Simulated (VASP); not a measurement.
A run of VASP 6.6.1 is set up as follows.

File INCAR:

```
SYSTEM = BH3C18
ALGO = Normal ; EDIFF = 1E-6
ENCUT = 520 ; GGA = PS
ISIF = 2 ; ISMEAR = 0
LASPH = .True. ; LCHARG = .True.
LELF = .True. ; LREAL = Auto
LVHAR = .True. ; LWAVE = .False.
NBANDS = 56 ; NELM = 80
PREC = Accurate ; SIGMA = 0.02
```

Contents of KPOINTS:

```
k-points
0
Gamma
  2 2 1
  0 0 0
```

POSCAR

```
BH3C18
1.0
    7.3980000000      0.0000000000      0.0000000000
   -3.6990000000      6.4068560000      0.0000000000
    0.0000000000      0.0000000000     13.0000000000
C B H
18 1 3
Direct
    0.0079312214      0.0034650381      0.0702608462
    0.2306181718      0.1156002258      0.0695950000
    0.0075584248      0.3402739191      0.0721690769
    0.2309853966      0.4511392171      0.0712893077
    0.0094485820      0.6732131954      0.0683300000
    0.2294607705      0.7832389241      0.0691050000
    0.3402943063      0.0056102400      0.0679531538
    0.5639350634      0.1179255473      0.0668300000
    0.3422146972      0.3395386130      0.0700297692
    0.5626607524      0.4497948760      0.0676880000
    0.3407625744      0.6711588336      0.0690666154
    0.5632589961      0.7816382950      0.0665328462
    0.6743754076      0.0057040458      0.0685590000
    0.8956868595      0.1161614995      0.0753697692
    0.6742139321      0.3378079670      0.0672340000
    0.8976326898      0.4494324517      0.0688600769
    0.6735184258      0.6722339319      0.0665728462
    0.8978038829      0.7842647002      0.0675007692
    0.8345676613      0.0712410268      0.2380802308
    0.7193461785     -0.1149418685      0.2376061538
    1.0156132305      0.1387390321      0.2599444615
    0.7567342374      0.1786690695      0.2511061538
```

Potentials or basis: VASP PAW PBE potentials, release 64 (C, B, H).

Launch:

```console
$ cat potpaw_PBE.64/C/POTCAR potpaw_PBE.64/B/POTCAR potpaw_PBE.64/H/POTCAR > POTCAR
$ mpirun -np 1 vasp_std > vasp.out
```

Question: Estimate the largest force.

Answer: 0.269 eV/Å.

Question: What does it give for the band gap on the k mesh?

Answer: 0.16 eV.

Forces on the atoms (eV/Å):
```
C   -0.015 -0.005 -0.024
C   -0.007  0.000 -0.031
C   -0.006 -0.018 -0.030
C   -0.016 -0.017 -0.068
C   -0.010 -0.015 -0.021
C    0.002 -0.013 -0.053
C    0.001 -0.013 -0.015
C   -0.004 -0.018  0.024
C   -0.007 -0.019 -0.044
C    0.002 -0.012 -0.016
C   -0.023 -0.011 -0.082
C   -0.002  0.000 -0.065
C    0.001 -0.025  0.016
C   -0.002 -0.017 -0.015
C   -0.008 -0.008  0.015
C   -0.011 -0.009 -0.011
C   -0.008  0.001 -0.026
C   -0.020 -0.011 -0.014
B    0.001  0.022  0.133
H    0.117  0.001  0.243
H    0.023  0.074  0.026
H   -0.009  0.113  0.060
```

Caveat: the k points lie up to 0.49 Å⁻¹ apart; the PAW data sets were made with another functional, which shifts forces and pressure a little.
